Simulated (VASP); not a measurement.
Wanted: the native input for a VASP 6.6.1 run.

| Property | Result |
| --- | --- |
| Task | single point |
| Functional | PBE |
| Potentials or basis | VASP PAW PBE potentials, release 64 (Cs_sv) |
| Cutoff | 520 eV |
| k mesh | 8 × 8 × 8 |
| Occupations | fermi-dirac, width 0.136057 eV |
| Spin | no spin polarisation |
| Dipole correction | no |
| Further INCAR settings | ALGO = Normal; EDIFF = 1e-06; NBANDS = 10 |

The structure of Cs lies in POSCAR:

```
Cs
1.0
    5.0340213183      0.0000000000      0.0000000000
    0.0000000000      5.0340213183      0.0000000000
    0.0000000000      0.0000000000      5.0340213183
Cs
1
Direct
    0.0000000000      0.0000000000      0.0000000000
```

These files were run (other wordings do the same):

INCAR

```
SYSTEM = Cs
ALGO = Normal
EDIFF = 1E-6
ENCUT = 520
GGA = PE
ISIF = 2
ISMEAR = -1
LASPH = .True.
LCHARG = .True.
LELF = .True.
LREAL = .False.
LVHAR = .True.
LWAVE = .False.
NBANDS = 10
NELM = 80
PREC = Accurate
SIGMA = 0.13605693000000002
```

KPOINTS

```
k-points
0
Gamma
  8 8 8
  0 0 0
```

Potentials or basis: VASP PAW PBE potentials, release 64 (Cs_sv).

Command:

```console
$ cat potpaw_PBE.64/Cs_sv/POTCAR > POTCAR
$ mpirun -np 1 vasp_std > vasp.out
```

Results of the run:

| Quantity | Value |
| --- | --- |
| Pressure | 0.0 GPa |

Wall time 23 s on 1 thread of Intel(R) Xeon(R) Platinum 8375C CPU @ 2.90GHz (Ice Lake) (shared host), peak memory 0.24 GiB.
